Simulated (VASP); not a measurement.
# Mg in VASP: further runs

The runs below take Mg through single point, with LDA.

All numbers are computed with VASP 6.6.1; they aren't measurements. Logs are shortened: lines on timing, memory, paths and dates and some standing lists are left out, and cuts for length are marked.

## Step 1: The cell of the first run

The cell holds a slab with vacuum, 2 atoms: a = 3.174 Å, b = 3.174 Å, c = 14.591 Å, α = 90.00°, β = 90.00°, γ = 60.00°.

## Step 2: Single point, LDA

Contents of INCAR:

```
SYSTEM = Mg
  PREC = Accurate
  ENCUT = 520
  EDIFF = 1E-7
  ISMEAR = 1
  SIGMA = 0.05
  LREAL = .FALSE.
  LASPH = .TRUE.
  NELM = 60
  ALGO = Normal
  ISIF = 2
  LWAVE = .FALSE.
  LCHARG = .TRUE.
  LDIPOL = .TRUE.
  IDIPOL = 3
  DIPOL = 0.5 0.5 0.500
  GGA = CA
  LELF = .TRUE.
  LVHAR = .TRUE.
  LVACPOTAV = .TRUE.
  NBANDS = 9
```

Contents of KPOINTS:

```
Automatic mesh
0
G
  6 6 1
  0 0 0
```

Contents of POSCAR:

```
Mg
1.0
    3.1738572726      0.0000000000      0.0000000000
    1.5869286363      2.7486410261      0.0000000000
    0.0000000000      0.0000000000     14.5914436115
Mg
2
Direct
    0.0000000000      0.0000000000      0.4111998895
    0.3333333333      0.3333333333      0.5888001105
```

Potentials or basis: VASP PAW LDA potentials, release 64 (Mg).

The run is started by

```
cat potpaw_LDA.64/Mg/POTCAR > POTCAR
mpirun -np 1 vasp_std > vasp.out
```

OUTCAR:

```text
SYSTEM = Mg
   PREC = Accurate
   ENCUT = 520
   EDIFF = 1E-7
   ISMEAR = 1
   LREAL = .FALSE.
   LASPH = .TRUE.
   NELM = 60
   ISIF = 2
   GGA = CA

 ion  position               nearest neighbor table
   1  0.000  0.000  0.411-   2 3.17   2 3.17   2 3.17
   2  0.333  0.333  0.589-   1 3.17   1 3.17   1 3.17

  LATTYP: Found a hexagonal cell.
 ALAT       =     3.1738572726
 C/A-ratio  =     4.5973849351

  Lattice vectors:

 A1 = (  -1.5869286363,  -2.7486410261,   0.0000000000)
 A2 = (   3.1738572726,   0.0000000000,   0.0000000000)
 A3 = (   0.0000000000,   0.0000000000,  14.5914436115)

Analysis of symmetry for initial positions (statically):
=====================================================================
 Subroutine PRICEL returns:
 Original cell was already a primitive cell.

 Routine SETGRP: Setting up the symmetry group for a
 hexagonal supercell.

 Subroutine GETGRP returns: Found 12 space group operations
 (whereof  6 operations were pure point group operations)
 out of a pool of 24 trial point group operations.

The static configuration has the point symmetry C_3v.
 The point group associated with its full space group is D_3d.

Analysis of symmetry for dynamics (positions and initial velocities):
=====================================================================
 Subroutine PRICEL returns:
 Original cell was already a primitive cell.

 Routine SETGRP: Setting up the symmetry group for a
 hexagonal supercell.

 Subroutine GETGRP returns: Found 12 space group operations
 (whereof  6 operations were pure point group operations)
 out of a pool of 24 trial point group operations.

The dynamic configuration has the point symmetry C_3v.
 The point group associated with its full space group is D_3d.

 Subroutine INISYM returns: Found 12 space group operations
 (whereof  6 operations are pure point group operations),
 and found     1 'primitive' translations

----------------------------------------------------------------------------------------

                                     Primitive cell

  volume of cell :     127.2928

  direct lattice vectors                    reciprocal lattice vectors
     3.173857273  0.000000000  0.000000000     0.315074030 -0.181908076  0.000000000
     1.586928636  2.748641026  0.000000000     0.000000000  0.363816152  0.000000000
     0.000000000  0.000000000 14.591443612     0.000000000  0.000000000  0.068533315

  length of vectors
     3.173857273  3.173857273 14.591443612     0.363816152  0.363816152  0.068533315

  position of ions in fractional coordinates (direct lattice)
     0.000000000  0.000000000  0.411199889
     0.333333333  0.333333333  0.588800111

  ion indices of the primitive-cell ions
   primitive index   ion index
                 1           1
                 2           2

----------------------------------------------------------------------------------------

 KPOINTS: Automatic mesh

Automatic generation of k-mesh.
 Grid dimensions read from file:
 generate k-points for:    6    6    1

 Generating k-lattice:

  Cartesian coordinates                     Fractional coordinates (reciprocal lattice)
     0.052512338 -0.030318013  0.000000000     0.166666667  0.000000000  0.000000000
     0.000000000  0.060636025  0.000000000     0.000000000  0.166666667  0.000000000
     0.000000000  0.000000000  0.068533315     0.000000000  0.000000000  1.000000000

  Length of vectors
     0.060636025  0.060636025  0.068533315

  Shift w.r.t. Gamma in fractional coordinates (k-lattice)
     0.000000000  0.000000000  0.000000000

 Subroutine IBZKPT returns following result:
 ===========================================

 Found      7 irreducible k-points:

 Following reciprocal coordinates:
            Coordinates               Weight
  0.000000  0.000000  0.000000      1.000000
  0.166667 -0.000000  0.000000      6.000000
  0.333333 -0.000000  0.000000      6.000000
  0.500000 -0.000000  0.000000      3.000000
  0.333333  0.166667  0.000000      6.000000
  0.500000  0.166667  0.000000     12.000000
 -0.333333  0.333333  0.000000      2.000000
   k-points           NKPTS =      7   k-points in BZ     NKDIM =      7   number of bands    NBANDS=      9
   number of dos      NEDOS =    301   number of ions     NIONS =      2
   total plane-waves  NPLWV =  64512
   dimension x,y,z NGX =    24 NGY =   24 NGZ =  112
   dimension x,y,z NGXF=    48 NGYF=   48 NGZF=  224
   ions per type =               2
   NGX,Y,Z   is equivalent  to a cutoff of  12.57, 12.57, 12.76 a.u.
   NGXF,Y,Z  is equivalent  to a cutoff of  25.14, 25.14, 25.52 a.u.
 SYSTEM =  Mg
   PREC   = accura    normal or accurate (medium, high low for compatibility)
   ISTART =      0    job   : 0-new  1-cont  2-samecut
   ICHARG =      2    charge: 1-file 2-atom 10-const
   ISPIN  =      1    spin polarized calculation?
   LNONCOLLINEAR =      F non collinear calculations
   LSORBIT =      F    spin-orbit coupling
   LASPH  =      T    aspherical Exc in radial PAW
   ENCUT  =  520.0 eV  38.22 Ry    6.18 a.u.   5.90  5.90 27.13*2*pi/ulx,y,z
   NELM   =     60;   NELMIN=  2; NELMDL= -5     # of ELM steps
   EDIFF  = 0.1E-06   stopping-criterion for ELM
   LREAL  =      F    real-space projection
   EDIFFG = 0.1E-05   stopping-criterion for IOM
   NSW    =      0    number of steps for IOM
   IBRION =     -1    ionic relax: 0-MD 1-quasi-New 2-CG
   NFREE  =      0    steps in history (QN), initial steepest desc. (CG)
   ISIF   =      2    stress and relaxation
   ISYM   =      2    0-nonsym 1-usesym 2-fastsym
   POTIM  = 0.5000    time-step for ionic-motion
   TEBEG  =    0.0;   TEEND  =   0.0 temperature during run
   PSTRESS=    0.0 pullay stress
   NELECT =       4.0000    total number of electrons
   NUPDOWN=      -1.0000    fix difference up-down
   EMIN   =  10.00;   EMAX   =-10.00  energy-range for DOS
   EFERMI =   0.00;   METHOD = LEGACY
   ISMEAR =     1;   SIGMA  =   0.05  broadening in eV -4-tet -1-fermi 0-gaus
   EFERMI_NEDOS =   21; number of points for ismear=-14 and -15
   IALGO  =     38    algorithm
   IMIX   =      4    mixing-type and parameters
     AMIX     =   0.40;   BMIX     =  1.00
     AMIX_MAG =   1.60;   BMIX_MAG =  1.00
  volume/ion in A,a.u.               =      63.65       429.51
  Fermi-wavevector in a.u.,A,eV,Ry     =   0.516607  0.976246  3.631161  0.266883
  Thomas-Fermi vector in A             =   1.532618
   LORBIT       =      0    0 simple, 1 ext, 2 COOP (PROOUT), +10 PAW based schemes
   GGA     = CA    functional components
   LHFCALC =     F    Hartree Fock is set to
   AEXX    =    0.0000 exact exchange contribution
   IVDW    =     0    specifies the selected vdW correction
   LEPSILON=     F    determine dielectric tensor
   LRPA    =     F    only Hartree local field effects (RPA)
 non-spin polarized calculation
 Methfessel and Paxton  Order N= 1 SIGMA  =   0.05
  energy-cutoff  :      520.00
  volume of cell :      127.29
 maximum number of plane-waves:      3443
   NGX = 11   NGY = 11   NGZ = 55

 dipolmoment           0.000000      0.000000      0.000000 electrons x Angstroem

 number of electron       4.0000000 magnetization

 dipolmoment           0.000000      0.000000     -0.000000 electrons x Angstroem

 Free energy of the ion-electron system (eV)
  ---------------------------------------------------
  ext. energy  EPLUGINS =         0.00000000
  ---------------------------------------------------
  free energy    TOTEN  =        -2.73099552 eV

  energy without entropy =       -2.72778031  energy(sigma->0) =       -2.72992378

 E-fermi :  -1.7202     XC(G=0):  -4.3393

 val. band max:       -1.7375850196   @ k =   0.5000   0.1667   0.0000
 cond. band min:      -1.6146735648   @ k =  -0.3333   0.3333   0.0000
 fundamental gap:      0.1229114548
 Fermi energy:        -1.7202167767

 k-point     1 :       0.0000    0.0000    0.0000
  band No.  band energies     occupation
      1      -7.9166      2.00000
      2      -5.3518      2.00000
      3      -2.2745      2.00000
      4       0.7464      0.00000
      5       1.9027      0.00000
      6       4.0794      0.00000
      7       4.1956      0.00000
      8       8.3725      0.00000
      9       8.5928      0.00000

 k-point     2 :       0.1667   -0.0000    0.0000
  band No.  band energies     occupation
      1      -7.3671      2.00000
      2      -4.8046      2.00000
      3      -1.7540      1.90278
      4       1.2705      0.00000
      5       2.4469      0.00000
      6       4.5321      0.00000
      7       4.6902      0.00000
      8       5.3318      0.00000
      9       7.3780      0.00000

 k-point     3 :       0.3333   -0.0000    0.0000
  band No.  band energies     occupation
      1      -5.7382      2.00000
      2      -3.1955      2.00000
      3      -0.2023      0.00000
      4       0.5897      0.00000
      5       2.8272      0.00000
      6       3.1887      0.00000
      7       4.0989      0.00000
      8       6.0132      0.00000
      9       6.1040      0.00000

 k-point     4 :       0.5000   -0.0000    0.0000
  band No.  band energies     occupation
      1      -3.1311      2.00000
      2      -3.0713      2.00000
      3      -0.6395      0.00000
      4      -0.3117      0.00000
      5       2.2989      0.00000
      6       2.5355      0.00000
      7       5.2320      0.00000
      8       5.6208      0.00000
      9       5.8996      0.00000

 k-point     5 :       0.3333    0.1667    0.0000
  band No.  band energies     occupation
      1      -6.2779      2.00000
      2      -3.7248      2.00000
      3      -0.7144      0.00000
      4       2.1775      0.00000
      5       2.9781      0.00000
      6       3.4187      0.00000
      7       3.5668      0.00000
      8       5.3950      0.00000
      9       5.5425      0.00000

 k-point     6 :       0.5000    0.1667    0.0000
  band No.  band energies     occupation
      1      -4.1399      2.00000
      2      -1.7376      1.55045
      3      -0.8356     -0.00000
      4       1.2933      0.00000
      5       1.4471      0.00000
      6       2.3817      0.00000
      7       4.3307      0.00000
      8       4.6262      0.00000
      9       5.0235      0.00000

 k-point     7 :      -0.3333    0.3333    0.0000
  band No.  band energies     occupation
      1      -1.6147     -0.01099
      2      -1.5528     -0.00002
      3      -1.5528     -0.00002
      4       0.6387      0.00000
      5       1.5013      0.00000
      6       1.5013      0.00000
      7       3.8226      0.00000
      8       3.8226      0.00000
      9       4.3233      0.00000

------------------------ aborting loop because EDIFF is reached ----------------------------------------

  FORCE on cell =-STRESS in cart. coord.  units (eV):
  Direction    XX          YY          ZZ          XY          YZ          ZX
  --------------------------------------------------------------------------------------
  -------------------------------------------------------------------------------------
  Total       -1.9316984     -1.9316984      0.8767021      0.0000000      0.0000000      0.0000000
  in kB      -24.3134290    -24.3134290     11.0346597      0.0000000      0.0000000      0.0000000
  external PRESSURE =     -12.5307328 kB  Pullay stress =       0.0000000 kB

 VOLUME and BASIS-vectors are now :
 -----------------------------------------------------------------------------
  energy-cutoff  :      520.00
  volume of cell :      127.29
      direct lattice vectors                 reciprocal lattice vectors
     3.173857273  0.000000000  0.000000000     0.315074030 -0.181908076  0.000000000
     1.586928636  2.748641026  0.000000000     0.000000000  0.363816152  0.000000000
     0.000000000  0.000000000 14.591443612     0.000000000  0.000000000  0.068533315

 POSITION                                       TOTAL-FORCE (eV/Angst)
 -----------------------------------------------------------------------------------
      0.00000      0.00000      6.00000        -0.000000      0.000000     -0.340031
      1.58693      0.91621      8.59144         0.000000      0.000000      0.340031
 -----------------------------------------------------------------------------------
    total drift:                               -0.000000     -0.000000      0.000000

  FREE ENERGIE OF THE ION-ELECTRON SYSTEM (eV)
  ---------------------------------------------------
  free  energy   TOTEN  =        -2.7309955176 eV

  energy  without entropy=       -2.7277803101  energy(sigma->0) =       -2.72992378

 vacuum level on the upper side and lower side of the slab         2.557         2.557
```

Run time: 18 s. Hardware: 1 thread of Intel Xeon Platinum 8375C at 2.90GHz (Ice Lake), shared host; peak memory 0.18 GiB.

What came out:

* Free energy: -2.7310 eV
* Largest force: 0.340 eV/Å
* Band gap on the k mesh: zero (band 2 reaches -1.55 eV, above the bottom of band 3 at -2.27 eV)

Forces in eV/Å, atoms in the order of the input:
```
Mg   0.000  0.000 -0.340
Mg   0.000  0.000  0.340
```

Caveat: the k points lie up to 0.38 Å⁻¹ apart.

[end of part 1 of 2]
